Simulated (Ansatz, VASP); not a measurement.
**One calculation of YS, two programs**

```
CELL_PARAMETERS angstrom
0.00000 2.76182 2.76182
2.76182 0.00000 2.76182
2.76182 2.76182 0.00000
ATOMIC_POSITIONS crystal
Y 0.50000 0.50000 0.50000
S 0.00000 0.00000 0.00000
```

Change from the starting cell: volume scaled by 1.02.

Alike in both runs: task single point; functional LDA; k mesh 8 × 8 × 8; occupations fermi-dirac, width 0.01 eV; no spin polarisation.

```csv
,VASP,Ansatz
version,VASP 6.6.1,Ansatz 0.2.0
potentials or method,"VASP PAW LDA potentials, release 64 (Y_sv, S), cutoff 520 eV","all-electron LAPW, scalar-relativistic"
```

```tsv
	VASP	Ansatz	Ansatz less VASP
pressure (GPa)	-5.5	-5.6	-0.03
```

LDA's correlation is that of Perdew and Zunger in VASP and of Perdew and Wang (1992) in Ansatz. Ansatz ran all-electron here, and VASP with PAW potentials.
